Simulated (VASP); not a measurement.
Runs of VASP 6.6.1 on Re. The structure is that of space group Im-3m (No. 229), or close to it. The cells are those of the table. 

```csv
spin,cell,k mesh,gap on the mesh (eV),pressure (GPa)
"non-collinear, zero start, SOC","a = 2.658 Å, angles 109.5°, 1 atom",14 × 14 × 14,-,(b)
off,"a = 2.693 Å, angles 109.5°, 1 atom",16 × 16 × 16,none,-12.8
off,"a = 2.658 Å, angles 109.5°, 1 atom",14 × 14 × 14,none,1.5
off,"a = 2.761 Å, angles 109.5°, 1 atom",16 × 16 × 16,none,(a)
off,"a = 2.585 Å, angles 109.5°, 1 atom",16 × 16 × 16,none,43.0
```

Alike in all rows: task single point; level LDA; potentials or basis VASP PAW LDA potentials, release 64 (Re); cutoff (eV) 520; smearing fermi-dirac 0.1 eV.

Q: Estimate the missing entries.

A: (a) -33.9; (b) 2.0.

Caveats: spin-orbit coupling is left out, which moves the levels of the heavy elements (some runs).

A k mesh can miss the band edges, and rows without SOC leave out spin-orbit coupling on Re.

A gap of «none» marks levels without a gap at the run's occupations.
